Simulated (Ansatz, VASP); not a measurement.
## Two plane-wave programs on Sc5Al

```
CELL_PARAMETERS angstrom
2.94068 0.00000 0.00000
-1.47034 2.54670 0.00000
0.00000 0.00000 14.40633
ATOMIC_POSITIONS crystal
Sc 0.00000 0.00000 0.00000
Sc 0.33333 0.66667 0.83333
Sc 0.66667 0.33333 0.66667
Sc 0.33333 0.66667 0.33333
Sc 0.66667 0.33333 0.16667
Al 0.00000 0.00000 0.50000
```

Alike in both runs: task single point; functional PBE; k mesh 6 × 6 × 2; occupations gaussian, width 0.1 eV; no spin polarisation.

```csv
,VASP,Ansatz
version,VASP 6.6.1,Ansatz 0.2.0
potentials or method,"VASP PAW PBE potentials, release 64 (Sc_sv, Al), cutoff 520 eV","scalar-relativistic, plane waves, PAW"
valence electrons in the cell,58,58
```

```csv
,VASP,Ansatz,Ansatz less VASP
gap on the k mesh at the Fermi level (eV),none,none,-
pressure (GPa),21.3,21.2,-0.12
"traceless stress, the component that is largest in VASP (GPa)",-1.19,-1.20,-0.011
rms of the force components (eV/Å),0.244,0.243,-0.0012
```

Atom by atom the forces differ by 0.001 eV/Å (rms over components). A gap of «none» marks a metal or a gap that the smearing closes.

The k mesh is coarse, so the values compare programs but aren't converged.
